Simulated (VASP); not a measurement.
# SnSe2 (P6/mmm) in VASP: further runs

Runs on SnSe2. Level: PBE. Tasks: single point, relaxation of cell and atoms.

Everything below comes from runs of VASP 6.6.1. Logs are shortened: lines on timing, memory, paths and dates and some standing lists are left out, and cuts for length are marked.

## Step 1: The cell of the first run

Symmetry: P6/mmm, No. 191, hexagonal system. The conventional cell has a = 4.800 Å, b = 4.800 Å, c = 3.812 Å, α = 90.00°, β = 90.00°, γ = 120.00°. Sn (site symmetry 6/mmm) has 12 Se at 3.36 Å and 2 Sn at 3.81 Å within 4.4 Å. Se (site symmetry -6m2) has 5 Se at 2.77 to 3.81 Å and 6 Sn at 3.36 Å within 3.9 Å.

## Step 2: Single point, PBE

Input file INCAR:

```
SYSTEM = SnSe2
ALGO = Normal
EDIFF = 1E-6
ENCUT = 520
GGA = PE
ISIF = 2
ISMEAR = 1
LASPH = .TRUE.
LCHARG = .TRUE.
LELF = .TRUE.
LREAL = .FALSE.
LVHAR = .TRUE.
LWAVE = .FALSE.
NBANDS = 20
NELM = 80
PREC = Accurate
SIGMA = 0.02
```

Input file KPOINTS:

```
k-points
0
G
  6 6 5
  0 0 0
```

Input file POSCAR:

```
SnSe2
1.0
    4.7999169104      0.0000000000      0.0000000000
   -2.3999584552      4.1568499804      0.0000000000
    0.0000000000      0.0000000000      3.8121543623
Sn Se
1 2
Direct
    0.0000000000      0.0000000000      0.0000000000
    0.3333333333      0.6666666667      0.5000000000
    0.6666666667      0.3333333333      0.5000000000
```

Potentials or basis: VASP PAW PBE potentials, release 64 (Sn_d, Se).

The run is started by

```
$ cat potpaw_PBE.64/Sn_d/POTCAR potpaw_PBE.64/Se/POTCAR > POTCAR
$ mpirun -np 1 vasp_std > vasp.out
```

OUTCAR:

```text
SYSTEM = SnSe2
   EDIFF = 1E-6
   ENCUT = 520
   GGA = PE
   ISIF = 2
   ISMEAR = 1
   LASPH = .TRUE.
   LREAL = .FALSE.
   NELM = 80
   PREC = Accurate

 ion  position               nearest neighbor table
   1  0.000  0.000  0.000-
   2  0.333  0.667  0.500-   3 2.77   3 2.77   3 2.77
   3  0.667  0.333  0.500-   2 2.77   2 2.77   2 2.77

  LATTYP: Found a hexagonal cell.
 ALAT       =     4.7999169104
 C/A-ratio  =     0.7942125736

  Lattice vectors:

 A1 = (   4.7999169104,   0.0000000000,   0.0000000000)
 A2 = (  -2.3999584552,   4.1568499804,   0.0000000000)
 A3 = (   0.0000000000,   0.0000000000,   3.8121543623)

Analysis of symmetry for initial positions (statically):
=====================================================================
 Subroutine PRICEL returns:
 Original cell was already a primitive cell.

 Routine SETGRP: Setting up the symmetry group for a
 hexagonal supercell.

 Subroutine GETGRP returns: Found 24 space group operations
 (whereof 24 operations were pure point group operations)
 out of a pool of 24 trial point group operations.

The static configuration has the point symmetry D_6h.

Analysis of symmetry for dynamics (positions and initial velocities):
=====================================================================
 Subroutine PRICEL returns:
 Original cell was already a primitive cell.

 Routine SETGRP: Setting up the symmetry group for a
 hexagonal supercell.

 Subroutine GETGRP returns: Found 24 space group operations
 (whereof 24 operations were pure point group operations)
 out of a pool of 24 trial point group operations.

The dynamic configuration has the point symmetry D_6h.

 Subroutine INISYM returns: Found 24 space group operations
 (whereof 24 operations are pure point group operations),
 and found     1 'primitive' translations

----------------------------------------------------------------------------------------

                                     Primitive cell

  volume of cell :      76.0621

  direct lattice vectors                    reciprocal lattice vectors
     4.799916910  0.000000000  0.000000000     0.208336940  0.120283388  0.000000000
[... 78 lines left out ...]
   ISPIN  =      1    spin polarized calculation?
   LNONCOLLINEAR =      F non collinear calculations
   LSORBIT =      F    spin-orbit coupling
   LASPH  =      T    aspherical Exc in radial PAW
   ENCUT  =  520.0 eV  38.22 Ry    6.18 a.u.   8.92  8.92  7.09*2*pi/ulx,y,z
   NELM   =     80;   NELMIN=  2; NELMDL= -5     # of ELM steps
   EDIFF  = 0.1E-05   stopping-criterion for ELM
   LREAL  =      F    real-space projection
   EDIFFG = 0.1E-04   stopping-criterion for IOM
   NSW    =      0    number of steps for IOM
   IBRION =     -1    ionic relax: 0-MD 1-quasi-New 2-CG
   NFREE  =      0    steps in history (QN), initial steepest desc. (CG)
   ISIF   =      2    stress and relaxation
   ISYM   =      2    0-nonsym 1-usesym 2-fastsym
   POTIM  = 0.5000    time-step for ionic-motion
   TEBEG  =    0.0;   TEEND  =   0.0 temperature during run
   PSTRESS=    0.0 pullay stress
   NELECT =      26.0000    total number of electrons
   NUPDOWN=      -1.0000    fix difference up-down
   EMIN   =  10.00;   EMAX   =-10.00  energy-range for DOS
   EFERMI =   0.00;   METHOD = LEGACY
   ISMEAR =     1;   SIGMA  =   0.02  broadening in eV -4-tet -1-fermi 0-gaus
   EFERMI_NEDOS =   21; number of points for ismear=-14 and -15
   IALGO  =     38    algorithm
   IMIX   =      4    mixing-type and parameters
     AMIX     =   0.40;   BMIX     =  1.00
     AMIX_MAG =   1.60;   BMIX_MAG =  1.00
  volume/ion in A,a.u.               =      25.35       171.10
  Fermi-wavevector in a.u.,A,eV,Ry     =   1.144660  2.163093 17.826980  1.310246
  Thomas-Fermi vector in A             =   2.281351
   LORBIT       =      0    0 simple, 1 ext, 2 COOP (PROOUT), +10 PAW based schemes
   GGA     = PE    functional components
   LHFCALC =     F    Hartree Fock is set to
   AEXX    =    0.0000 exact exchange contribution
   IVDW    =     0    specifies the selected vdW correction
   LEPSILON=     F    determine dielectric tensor
   LRPA    =     F    only Hartree local field effects (RPA)
 non-spin polarized calculation
 Methfessel and Paxton  Order N= 1 SIGMA  =   0.02
  energy-cutoff  :      520.00
  volume of cell :       76.06
 maximum number of plane-waves:      2067
 NGX is ok and might be reduce to    36
   NGX = 17   NGY = 17   NGZ = 15

 number of electron      25.9999995 magnetization

 Free energy of the ion-electron system (eV)
  ---------------------------------------------------
  ext. energy  EPLUGINS =         0.00000000
  ---------------------------------------------------
  free energy    TOTEN  =       -10.41133669 eV

  energy without entropy =      -10.41118660  energy(sigma->0) =      -10.41128666

 E-fermi :   5.4656     XC(G=0):  -9.8662

 val. band max:        5.4241987419   @ k =   0.0000   0.0000   0.2000
 cond. band min:       5.4696441566   @ k =   0.1667   0.1667   0.0000
 fundamental gap:      0.0454454147
 Fermi energy:         5.4656332989

 k-point     1 :       0.0000    0.0000    0.0000
  band No.  band energies     occupation
      1     -16.5037      2.00000
      2     -16.5037      2.00000
      3     -16.5033      2.00000
      4     -16.4777      2.00000
      5     -16.4777      2.00000
      6      -9.4405      2.00000
[... 472 lines left out ...]
     19      15.4843      0.00000
     20      15.4843      0.00000

------------------------ aborting loop because EDIFF is reached ----------------------------------------

  FORCE on cell =-STRESS in cart. coord.  units (eV):
  Direction    XX          YY          ZZ          XY          YZ          ZX
  --------------------------------------------------------------------------------------
  -------------------------------------------------------------------------------------
  Total        0.0040539      0.0040539     -0.0046984      0.0000000      0.0000000      0.0000000
  in kB        0.0853908      0.0853908     -0.0989668      0.0000000      0.0000000      0.0000000
  external PRESSURE =       0.0239383 kB  Pullay stress =       0.0000000 kB

 VOLUME and BASIS-vectors are now :
 -----------------------------------------------------------------------------
  energy-cutoff  :      520.00
  volume of cell :       76.06
      direct lattice vectors                 reciprocal lattice vectors
     4.799916910  0.000000000  0.000000000     0.208336940  0.120283388  0.000000000
    -2.399958455  4.156849980  0.000000000     0.000000000  0.240566776  0.000000000
     0.000000000  0.000000000  3.812154362     0.000000000  0.000000000  0.262318864

 POSITION                                       TOTAL-FORCE (eV/Angst)
 -----------------------------------------------------------------------------------
      0.00000      0.00000      0.00000         0.000000      0.000000     -0.000000
     -0.00000      2.77123      1.90608         0.000000     -0.000000      0.000000
      2.39996      1.38562      1.90608        -0.000000      0.000000     -0.000000
 -----------------------------------------------------------------------------------
    total drift:                                0.000000     -0.000000     -0.000000

  FREE ENERGIE OF THE ION-ELECTRON SYSTEM (eV)
  ---------------------------------------------------
  free  energy   TOTEN  =       -10.4113366886 eV

  energy  without entropy=      -10.4111866032  energy(sigma->0) =      -10.41128666
```

Run time: 47 s. Hardware: 1 thread of Intel Xeon 8259CL, shared host; peak memory 0.19 GiB.

Results:

```yaml
Free_energy: -10.4113 eV
Pressure: 0.0 GPa
Band_gap_on_the_k_mesh: zero (bands 13 and 14 overlap by 1.38 eV)
```

Caveat: spin-orbit coupling is left out, which moves the levels of the heavy elements.

## Step 3: Relaxation of cell and atoms, PBE

This run uses another cell than the first one, of 21.25 Å³/atom.

Input file INCAR:

```
SYSTEM = SnSe2
PREC = Accurate ; ENCUT = 600
EDIFF = 1E-6 ; ISMEAR = 1
SIGMA = 0.02 ; LREAL = .False.
LASPH = .True. ; NELM = 60
ALGO = Normal ; ISIF = 3
LWAVE = .False. ; LCHARG = .False.
GGA = PE ; IBRION = 2
NSW = 80 ; EDIFFG = -0.01
```

Input file KPOINTS:

```
regular mesh
0
Gamma
  6 6 5
  0 0 0
```

Input file POSCAR:

```
SnSe2
1.0
    4.0600000000      0.0000000000      0.0000000000
   -2.0300000000      3.5160631394      0.0000000000
    0.0000000000      0.0000000000      4.4660000000
Sn Se
1 2
Direct
    0.0000000000      0.0000000000      0.0000000000
    0.3333333333      0.6666666667      0.5000000000
    0.6666666667      0.3333333333      0.5000000000
```

Potentials or basis: VASP PAW PBE potentials, release 64 (Sn_d, Se).

The run is started by

```
$ cat potpaw_PBE.64/Sn_d/POTCAR potpaw_PBE.64/Se/POTCAR > POTCAR
$ mpirun -np 1 vasp_std > vasp.out
```

OUTCAR:

```text
SYSTEM = SnSe2
   PREC = Accurate
   ENCUT = 600
   EDIFF = 1E-6
   ISMEAR = 1
   LREAL = .False.
   LASPH = .True.
   NELM = 60
   ISIF = 3
   GGA = PE
   IBRION = 2
   NSW = 80
   EDIFFG = -0.01

 ion  position               nearest neighbor table
   1  0.000  0.000  0.000-   2 3.24   3 3.24   2 3.24   3 3.24   3 3.24   3 3.24   2 3.24   2 3.24
                             3 3.24   3 3.24   2 3.24   2 3.24
   2  0.333  0.667  0.500-   3 2.34   3 2.34   3 2.34   1 3.24   1 3.24   1 3.24   1 3.24   1 3.24
                             1 3.24
   3  0.667  0.333  0.500-   2 2.34   2 2.34   2 2.34   1 3.24   1 3.24   1 3.24   1 3.24   1 3.24
                             1 3.24

  LATTYP: Found a hexagonal cell.
 ALAT       =     4.0600000000
 C/A-ratio  =     1.1000000000

  Lattice vectors:

 A1 = (   4.0600000000,   0.0000000000,   0.0000000000)
 A2 = (  -2.0300000000,   3.5160631394,   0.0000000000)
 A3 = (   0.0000000000,   0.0000000000,   4.4660000000)

Analysis of symmetry for initial positions (statically):
=====================================================================
 Subroutine PRICEL returns:
 Original cell was already a primitive cell.

 Routine SETGRP: Setting up the symmetry group for a
 hexagonal supercell.

 Subroutine GETGRP returns: Found 24 space group operations
 (whereof 24 operations were pure point group operations)
 out of a pool of 24 trial point group operations.

The static configuration has the point symmetry D_6h.

Analysis of symmetry for dynamics (positions and initial velocities):
=====================================================================
 Subroutine PRICEL returns:
 Original cell was already a primitive cell.

 Routine SETGRP: Setting up the symmetry group for a
 hexagonal supercell.

 Subroutine GETGRP returns: Found 24 space group operations
 (whereof 24 operations were pure point group operations)
 out of a pool of 24 trial point group operations.

The dynamic configuration has the point symmetry D_6h.

 Subroutine INISYM returns: Found 24 space group operations
 (whereof 24 operations are pure point group operations),
 and found     1 'primitive' translations

[... 99 lines left out ...]
   ISYM   =      2    0-nonsym 1-usesym 2-fastsym
   POTIM  = 0.5000    time-step for ionic-motion
   TEBEG  =    0.0;   TEEND  =   0.0 temperature during run
   PSTRESS=    0.0 pullay stress
   NELECT =      26.0000    total number of electrons
   NUPDOWN=      -1.0000    fix difference up-down
   EMIN   =  10.00;   EMAX   =-10.00  energy-range for DOS
   EFERMI =   0.00;   METHOD = LEGACY
   ISMEAR =     1;   SIGMA  =   0.02  broadening in eV -4-tet -1-fermi 0-gaus
   EFERMI_NEDOS =   21; number of points for ismear=-14 and -15
   IALGO  =     38    algorithm
   IMIX   =      4    mixing-type and parameters
     AMIX     =   0.40;   BMIX     =  1.00
     AMIX_MAG =   1.60;   BMIX_MAG =  1.00
  volume/ion in A,a.u.               =      21.25       143.41
  Fermi-wavevector in a.u.,A,eV,Ry     =   1.214038  2.294198 20.053454  1.473887
  Thomas-Fermi vector in A             =   2.349470
   LORBIT       =      0    0 simple, 1 ext, 2 COOP (PROOUT), +10 PAW based schemes
   GGA     = PE    functional components
   LHFCALC =     F    Hartree Fock is set to
   AEXX    =    0.0000 exact exchange contribution
   IVDW    =     0    specifies the selected vdW correction
   LEPSILON=     F    determine dielectric tensor
   LRPA    =     F    only Hartree local field effects (RPA)
 conjugate gradient relaxation of ions
 non-spin polarized calculation
 Methfessel and Paxton  Order N= 1 SIGMA  =   0.02
  energy-cutoff  :      600.00
  volume of cell :       63.75
 maximum number of plane-waves:      2142
   NGX = 17   NGY = 17   NGZ = 17

--------------------------------------- Ionic step        1  -------------------------------------------

 number of electron      25.9999994 magnetization

 Free energy of the ion-electron system (eV)
  ---------------------------------------------------
  ext. energy  EPLUGINS =         0.00000000
  ---------------------------------------------------
  free energy    TOTEN  =        -8.10104742 eV

  energy without entropy =       -8.10146984  energy(sigma->0) =       -8.10118822

 E-fermi :   7.9033     XC(G=0): -10.6189

 val. band max:        7.8786019800   @ k =   0.3333   0.0000   0.4000
 cond. band min:       7.9217221411   @ k =   0.3333   0.1667   0.4000
 fundamental gap:      0.0431201611
 Fermi energy:         7.9032703983
[... 940 lines left out ...]
      4     -17.0813      2.00000
      5     -17.0584      2.00000
      6      -7.8462      2.00000
[... 9 lines left out ...]
     16       7.7589      0.00000
     17       7.7589      0.00000

[... ionic steps 4 to 11 ...]

--------------------------------------- Ionic step       12  -------------------------------------------

 number of electron      25.9999982 magnetization

------------------------ aborting loop because EDIFF is reached ----------------------------------------
[... 69 lines left out ...]
--------------------------------------- Ionic step       14  -------------------------------------------

 number of electron      25.9999985 magnetization

 Free energy of the ion-electron system (eV)
  ---------------------------------------------------
  ext. energy  EPLUGINS =         0.00000000
  ---------------------------------------------------
  free energy    TOTEN  =       -10.40897909 eV

  energy without entropy =      -10.40882758  energy(sigma->0) =      -10.40892859

 E-fermi :   5.4599     XC(G=0):  -9.8643

 val. band max:        5.4200542883   @ k =   0.0000   0.0000   0.2000
 cond. band min:       5.4639484812   @ k =   0.1667   0.1667   0.0000
 fundamental gap:      0.0438941929
 Fermi energy:         5.4598931824
[... 448 lines left out ...]
  FREE ENERGIE OF THE ION-ELECTRON SYSTEM (eV)
  ---------------------------------------------------
  free  energy   TOTEN  =       -10.4089790878 eV

  energy  without entropy=      -10.4088275800  energy(sigma->0) =      -10.40892859

 reached required accuracy - stopping structural energy minimisation
```

OSZICAR:

```text
N       E                     dE             d eps       ncg     rms          rms(c)
DAV:   1     0.213004583400E+03    0.21300E+03   -0.13804E+04   715   0.203E+03
DAV:   2     0.167118277155E+02   -0.19629E+03   -0.19337E+03   738   0.445E+02
DAV:   3    -0.731312095920E+01   -0.24025E+02   -0.23171E+02   927   0.129E+02
[... 124 lines left out ...]
DAV:   2    -0.104094415098E+02    0.11390E-02   -0.21955E-03   795   0.459E-01    0.114E-01
DAV:   3    -0.104090057614E+02    0.43575E-03   -0.99638E-04   855   0.327E-01    0.282E-02
DAV:   4    -0.104089813077E+02    0.24454E-04   -0.79320E-05   840   0.638E-02    0.883E-03
DAV:   5    -0.104089793152E+02    0.19925E-05   -0.82165E-06   871   0.207E-02    0.339E-03
DAV:   6    -0.104089790878E+02    0.22741E-06   -0.85419E-07   421   0.114E-02
  14 F= -.10408979E+02 E0= -.10408929E+02  d E =-.112320E-02
```

Wall time 5.3 min (1 thread of Intel Xeon 8259CL, shared host); peak memory 0.21 GiB.

What came out:

```yaml
Free_energy: -10.4090 eV
Relaxed_volume: 25.36 Å³/atom
Relaxed_cell: a = 4.800 Å, b = 4.800 Å, c = 3.813 Å, α = 90.00°, β = 90.00°, γ = 120.00°
Space_group_after_relaxing_to_0.1_Å: P6/mmm (No. 191)
Energy_gained_by_relaxing: 769.3 meV/atom
Ionic_steps: 14
Pressure_after_relaxing: 0.0 GPa
Band_gap_on_the_k_mesh: zero (bands 13 and 14 overlap by 1.37 eV)
```

The path:
```csv
step,energy change (eV),largest force (eV/Å),pressure (GPa),volume (Å³)
1,0.0000,0.0000,23.97,63.75
2,-1.7296,0.0000,-5.46,96.97
3,-1.8798,0.0000,-2.26,87.31
4,-2.1424,0.0000,-2.45,84.21
5,-2.2638,0.0000,-2.33,81.39
6,-2.2803,0.0000,-2.22,80.00
7,-2.3010,0.0000,1.17,74.78
8,-2.3068,0.0000,0.01,76.38
9,-2.3068,0.0000,-0.05,76.45
10,-2.3070,0.0000,-0.05,76.38
11,-2.3079,0.0000,-0.02,76.16
12,-2.3074,0.0000,0.12,75.72
13,-2.3077,0.0000,0.04,75.97
14,-2.3079,0.0000,0.00,76.09
```

Final structure:
```cif
data_structure
_symmetry_space_group_name_H-M 'P 1'
_symmetry_Int_Tables_number 1
_cell_length_a 4.8000
_cell_length_b 4.8000
_cell_length_c 3.8135
_cell_angle_alpha 90.000
_cell_angle_beta 90.000
_cell_angle_gamma 120.000
_cell_volume 76.09
loop_
_atom_site_label
_atom_site_type_symbol
_atom_site_fract_x
_atom_site_fract_y
_atom_site_fract_z
_atom_site_occupancy
Sn1 Sn 0.00000 0.00000 0.00000 1
Se1 Se 0.33333 0.66667 0.50000 1
Se2 Se 0.66667 0.33333 0.50000 1
```

Caveat: the volume moved by over 15 % at a fixed basis, so the end points are rough; spin-orbit coupling is left out, which moves the levels of the heavy elements.
